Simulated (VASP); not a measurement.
# H20CO9 in VASP: a series of runs, part 3 of 4

VASP 6.6.1.

### 4 Single point, LDA

Input file INCAR:

```
SYSTEM = H20CO9
PREC = Accurate
ENCUT = 520
EDIFF = 1E-6
ISMEAR = -1
SIGMA = 0.05
LREAL = Auto
LASPH = .TRUE.
NELM = 100
ALGO = Normal
ISIF = 2
LWAVE = .FALSE.
LCHARG = .FALSE.
NBANDS = 60
```

Input file KPOINTS:

```
regular mesh
0
G
  1 1 1
  0 0 0
```

Input file POSCAR:

```
H20CO9
1.0
    6.7459970000      0.0000000000      0.0000000000
    0.0000000000      6.7459970000      0.0000000000
    0.0000000000      0.0000000000      6.7459970000
O H C
9 20 1
Direct
    0.1158613026      0.4069079782      0.3365996160
    0.4151202558      0.7052033969      0.3972429872
    0.8499855544      0.6275869971      0.6018087467
    0.7431370041      0.8917881226     -0.1217314505
    0.3841389197      0.2178328867      0.5713314133
    0.6506525277     -0.0104802893      0.4345391793
    0.4785356412      0.5496889489      0.7237180805
   -0.0629855009      0.8937893094      0.2093093134
    0.5724580073      0.1504003041      0.0862289147
    0.2158465235      0.5084645012      0.3336348949
   -0.0006670623      0.4766530433      0.3538394695
    0.3052328662      0.8109698240      0.3976284010
    0.4317226942      0.6443376717      0.5415804365
    0.9208868608      0.5182184338      0.6380376392
    0.8596801926      0.7210350079      0.7155058029
    0.6094873745      0.8384824363     -0.1244589940
    0.8063745062      0.8629413858      0.0047880247
    0.4912691186      0.1547880914      0.4869406257
    0.2658465457      0.2296176533      0.4911208825
    0.6154909348      0.0353542997      0.2917433850
    0.5859178414     -0.1384673014      0.4545955179
    0.4386008473      0.4059444438      0.6578123293
    0.6234512111      0.5650906753      0.6625855304
   -0.1544471484      0.9348803446      0.3305367613
    0.0511710871      0.9906763967      0.1658316777
    0.6544621944      0.3797214852      0.2732435250
    0.6305665419      0.0892381067     -0.0361695981
    0.8639938618      0.2982361243      0.0982508590
    0.6465315653      0.4427811041      0.0214349339
    0.6910023826      0.3261934448      0.1265787696
```

Potentials or basis: VASP PAW LDA potentials, release 64 (O, H, C).

The run is started by

```
> cat potpaw_LDA.64/O/POTCAR potpaw_LDA.64/H/POTCAR potpaw_LDA.64/C/POTCAR > POTCAR
> mpirun -np 1 vasp_gam > vasp.out
```

OUTCAR:

```text
SYSTEM = H20CO9
   PREC = Accurate
   ENCUT = 520
   EDIFF = 1E-6
   ISMEAR = -1
   LREAL = Auto
   LASPH = .TRUE.
   NELM = 100
   ISIF = 2

 ion  position               nearest neighbor table
   1  0.116  0.407  0.337-  11 0.92  10 0.96
   2  0.415  0.705  0.397-  12 1.03  13 1.06
   3  0.850  0.628  0.602-  14 0.91  15 0.99
   4  0.743  0.892  0.878-  16 0.97  17 0.97
   5  0.384  0.218  0.571-  19 0.97  18 1.01
   6  0.651  0.990  0.435-  21 0.98  20 1.04
   7  0.479  0.550  0.724-  23 1.07  22 1.10  13 1.42
   8  0.937  0.894  0.209-  25 1.05  24 1.06
   9  0.572  0.150  0.086-  27 1.00  30 1.46
  10  0.216  0.508  0.334-   1 0.96
  11  0.999  0.477  0.354-   1 0.92
  12  0.305  0.811  0.398-   2 1.03
  13  0.432  0.644  0.542-   2 1.06   7 1.42
  14  0.921  0.518  0.638-   3 0.91
  15  0.860  0.721  0.716-   3 0.99
  16  0.609  0.838  0.876-   4 0.97
  17  0.806  0.863  0.005-   4 0.97
  18  0.491  0.155  0.487-   5 1.01
  19  0.266  0.230  0.491-   5 0.97
[... 8 lines left out ...]
  28  0.864  0.298  0.098-  30 1.20
  29  0.647  0.443  0.021-  30 1.10
  30  0.691  0.326  0.127-  26 1.08  29 1.10  28 1.20   9 1.46

  LATTYP: Found a simple cubic cell.
 ALAT       =     6.7459970000

  Lattice vectors:

 A1 = (   6.7459970000,   0.0000000000,   0.0000000000)
 A2 = (   0.0000000000,   6.7459970000,   0.0000000000)
 A3 = (   0.0000000000,   0.0000000000,   6.7459970000)

Analysis of symmetry for initial positions (statically):
=====================================================================
 Subroutine PRICEL returns:
 Original cell was already a primitive cell.

 Routine SETGRP: Setting up the symmetry group for a
 simple cubic supercell.

 Subroutine GETGRP returns: Found  1 space group operations
 (whereof  1 operations were pure point group operations)
 out of a pool of 48 trial point group operations.

The static configuration has the point symmetry C_1 .

Analysis of symmetry for dynamics (positions and initial velocities):
=====================================================================
 Subroutine PRICEL returns:
 Original cell was already a primitive cell.

 Routine SETGRP: Setting up the symmetry group for a
 simple cubic supercell.

 Subroutine GETGRP returns: Found  1 space group operations
 (whereof  1 operations were pure point group operations)
 out of a pool of 48 trial point group operations.

The dynamic configuration has the point symmetry C_1 .

 Subroutine INISYM returns: Found  1 space group operations
 (whereof  1 operations are pure point group operations),
 and found     1 'primitive' translations

----------------------------------------------------------------------------------------

                                     Primitive cell

  volume of cell :     307.0000

  direct lattice vectors                    reciprocal lattice vectors
     6.745997000  0.000000000  0.000000000     0.148236058  0.000000000  0.000000000
     0.000000000  6.745997000  0.000000000     0.000000000  0.148236058  0.000000000
     0.000000000  0.000000000  6.745997000     0.000000000  0.000000000  0.148236058

  length of vectors
     6.745997000  6.745997000  6.745997000     0.148236058  0.148236058  0.148236058

  position of ions in fractional coordinates (direct lattice)
     0.115861303  0.406907978  0.336599616
     0.415120256  0.705203397  0.397242987
     0.849985554  0.627586997  0.601808747
     0.743137004  0.891788123  0.878268549
     0.384138920  0.217832887  0.571331413
     0.650652528  0.989519711  0.434539179
[... 22 lines left out ...]
     0.646531565  0.442781104  0.021434934
     0.691002383  0.326193445  0.126578770

  ion indices of the primitive-cell ions
   primitive index   ion index
                 1           1
                 2           2
                 3           3
                 4           4
                 5           5
                 6           6
[... 22 lines left out ...]
                29          29
                30          30

----------------------------------------------------------------------------------------

 KPOINTS: regular mesh

Automatic generation of k-mesh.
 Grid dimensions read from file:
 generate k-points for:    1    1    1

 Generating k-lattice:

  Cartesian coordinates                     Fractional coordinates (reciprocal lattice)
     0.148236058  0.000000000  0.000000000     1.000000000  0.000000000  0.000000000
     0.000000000  0.148236058  0.000000000     0.000000000  1.000000000  0.000000000
     0.000000000  0.000000000  0.148236058     0.000000000  0.000000000  1.000000000

  Length of vectors
     0.148236058  0.148236058  0.148236058

  Shift w.r.t. Gamma in fractional coordinates (k-lattice)
     0.000000000  0.000000000  0.000000000

 Subroutine IBZKPT returns following result:
 ===========================================

 Found      1 irreducible k-points:

 Following reciprocal coordinates:
            Coordinates               Weight
  0.000000  0.000000  0.000000      1.000000
   k-points           NKPTS =      1   k-points in BZ     NKDIM =      1   number of bands    NBANDS=     60
   number of dos      NEDOS =    301   number of ions     NIONS =     30
   total plane-waves  NPLWV = 125000
   dimension x,y,z NGX =    50 NGY =   50 NGZ =   50
   dimension x,y,z NGXF=   100 NGYF=  100 NGZF=  100
   ions per type =               9  20   1
   NGX,Y,Z   is equivalent  to a cutoff of  12.32, 12.32, 12.32 a.u.
   NGXF,Y,Z  is equivalent  to a cutoff of  24.64, 24.64, 24.64 a.u.
 SYSTEM =  H20CO9
   PREC   = accura    normal or accurate (medium, high low for compatibility)
   ISTART =      0    job   : 0-new  1-cont  2-samecut
   ICHARG =      2    charge: 1-file 2-atom 10-const
   ISPIN  =      1    spin polarized calculation?
   LNONCOLLINEAR =      F non collinear calculations
   LSORBIT =      F    spin-orbit coupling
   LASPH  =      T    aspherical Exc in radial PAW
   ENCUT  =  520.0 eV  38.22 Ry    6.18 a.u.  12.54 12.54 12.54*2*pi/ulx,y,z
   NELM   =    100;   NELMIN=  2; NELMDL= -5     # of ELM steps
   EDIFF  = 0.1E-05   stopping-criterion for ELM
   LREAL  =      T    real-space projection
   EDIFFG = 0.1E-04   stopping-criterion for IOM
   NSW    =      0    number of steps for IOM
   IBRION =     -1    ionic relax: 0-MD 1-quasi-New 2-CG
   NFREE  =      0    steps in history (QN), initial steepest desc. (CG)
   ISIF   =      2    stress and relaxation
   ISYM   =      2    0-nonsym 1-usesym 2-fastsym
   POTIM  = 0.5000    time-step for ionic-motion
   TEBEG  =    0.0;   TEEND  =   0.0 temperature during run
   PSTRESS=    0.0 pullay stress
   NELECT =      78.0000    total number of electrons
   NUPDOWN=      -1.0000    fix difference up-down
   EMIN   =  10.00;   EMAX   =-10.00  energy-range for DOS
   EFERMI =   0.00;   METHOD = LEGACY
   ISMEAR =    -1;   SIGMA  =   0.05  broadening in eV -4-tet -1-fermi 0-gaus
   EFERMI_NEDOS =   21; number of points for ismear=-14 and -15
   IALGO  =     38    algorithm
   IMIX   =      4    mixing-type and parameters
     AMIX     =   0.40;   BMIX     =  1.00
     AMIX_MAG =   1.60;   BMIX_MAG =  1.00
  volume/ion in A,a.u.               =      10.23        69.06
  Fermi-wavevector in a.u.,A,eV,Ry     =   1.036876  1.959412 14.627789  1.075112
  Thomas-Fermi vector in A             =   2.171288
   LORBIT       =      0    0 simple, 1 ext, 2 COOP (PROOUT), +10 PAW based schemes
   GGA     = CA    functional components
   LHFCALC =     F    Hartree Fock is set to
   AEXX    =    0.0000 exact exchange contribution
   IVDW    =     0    specifies the selected vdW correction
   LEPSILON=     F    determine dielectric tensor
   LRPA    =     F    only Hartree local field effects (RPA)
 non-spin polarized calculation
  energy-cutoff  :      520.00
  volume of cell :      307.00
 maximum number of plane-waves:      4145
 NGX is ok and might be reduce to    50
   NGX = 25   NGY = 25   NGZ = 25

 number of electron      78.0000000 magnetization

 Free energy of the ion-electron system (eV)
  ---------------------------------------------------
  ext. energy  EPLUGINS =         0.00000000
  ---------------------------------------------------
  free energy    TOTEN  =      -155.16839934 eV

  energy without entropy =     -155.16839934  energy(sigma->0) =     -155.16839934

 E-fermi :  -2.1478     XC(G=0):  -7.0993

 val. band max:       -3.4074359935   @ k =   0.0000   0.0000   0.0000
 cond. band min:       0.7429941387   @ k =   0.0000   0.0000   0.0000
 fundamental gap:      4.1504301322
 Fermi energy:        -2.1477642301

 k-point     1 :       0.0000    0.0000    0.0000
  band No.  band energies     occupation
      1     -23.1982      2.00000
      2     -22.8239      2.00000
      3     -22.5962      2.00000
      4     -22.3111      2.00000
      5     -22.0034      2.00000
      6     -21.7904      2.00000
[... 43 lines left out ...]
     50       5.9159      0.00000
     51       6.0840      0.00000
 [bands above 51 left out]

------------------------ aborting loop because EDIFF is reached ----------------------------------------

  FORCE on cell =-STRESS in cart. coord.  units (eV):
  Direction    XX          YY          ZZ          XY          YZ          ZX
  --------------------------------------------------------------------------------------
  -------------------------------------------------------------------------------------
  Total       -1.6430603      1.9071324      0.1251511     -2.8834878     -0.4232994      2.8053554
  in kB       -8.5748326      9.9529771      0.6531406    -15.0483979     -2.2091228     14.6406391
  external PRESSURE =       0.6770950 kB  Pullay stress =       0.0000000 kB

 VOLUME and BASIS-vectors are now :
 -----------------------------------------------------------------------------
  energy-cutoff  :      520.00
  volume of cell :      307.00
      direct lattice vectors                 reciprocal lattice vectors
     6.745997000  0.000000000  0.000000000     0.148236058  0.000000000  0.000000000
     0.000000000  6.745997000  0.000000000     0.000000000  0.148236058  0.000000000
     0.000000000  0.000000000  6.745997000     0.000000000  0.000000000  0.148236058

 POSITION                                       TOTAL-FORCE (eV/Angst)
 -----------------------------------------------------------------------------------
      0.78160      2.74500      2.27070         1.731551     -2.551815     -0.215081
      2.80040      4.75730      2.67980        -1.724818      1.076951     -0.354049
      5.73400      4.23370      4.05980        -2.053621      2.676691     -1.021794
      5.01320      6.01600      5.92480        -0.197903      0.189850     -2.087938
      2.59140      1.46950      3.85420         0.702735     -0.012861      0.337523
      4.38930      6.67530      2.93140         1.347977      1.930785     -0.903837
[... 22 lines left out ...]
      4.36150      2.98700      0.14460        -0.147493      0.164773     -0.147941
      4.66150      2.20050      0.85390         1.184831     -0.897220     -1.733349
 -----------------------------------------------------------------------------------
    total drift:                               -0.011641     -0.010447     -0.013483

  FREE ENERGIE OF THE ION-ELECTRON SYSTEM (eV)
  ---------------------------------------------------
  free  energy   TOTEN  =      -155.1683993443 eV

  energy  without entropy=     -155.1683993442  energy(sigma->0) =     -155.16839934
```

It took 36 s on 1 thread of AMD EPYC 7R43 (Zen 3), shared host; peak memory 0.21 GiB.

Results:

```yaml
Free_energy: -155.1684 eV
Pressure: 0.1 GPa
Largest_force: 4.111 eV/Å
Band_gap_on_the_k_mesh: 4.15 eV
```

Forces on the atoms (eV/Å):
```
O    1.732 -2.552 -0.215
O   -1.725  1.077 -0.354
O   -2.054  2.677 -1.022
O   -0.198  0.190 -2.088
O    0.703 -0.013  0.338
O    1.348  1.931 -0.904
O    1.681 -0.867 -1.656
O    1.775  1.090 -0.557
O    0.636  1.112  0.778
H    1.380  1.020 -0.073
H   -2.907  1.598  0.300
H    1.281 -1.508  0.153
H   -0.707  0.178  0.188
H    2.247 -3.303  0.968
H   -0.337  0.654  0.071
H   -0.382 -0.713 -0.015
H    0.769 -0.102  1.878
H   -0.021 -0.297  0.810
H   -0.932  0.594 -0.611
H   -0.090 -0.342  0.019
H   -0.853 -1.060 -0.395
H    0.027  0.692  0.824
H   -1.124 -0.174  1.139
H    0.861  0.184 -0.762
H   -2.339 -1.420  1.268
H    0.129  0.065  0.747
H    0.078 -0.159  0.298
H   -2.015  0.181  0.755
H   -0.147  0.165 -0.148
C    1.185 -0.897 -1.733
```

Stress tensor (GPa, compression positive):
```
-0.86 -1.50  1.46
-1.50  1.00 -0.22
 1.46 -0.22  0.07
```

Levels at points of the mesh, in eV from the valence-band top:
```
           k point  band 35  band 36  band 37  band 38  band 39  band 40  band 41  band 42  band 43  band 44
(0.00, 0.00, 0.00)    -0.84    -0.74    -0.56    -0.40     0.00     4.15     6.41     7.05     7.22     7.34
```

Caveat: the k points lie up to 0.93 Å⁻¹ apart.

(Continued in part 4 of 4.)
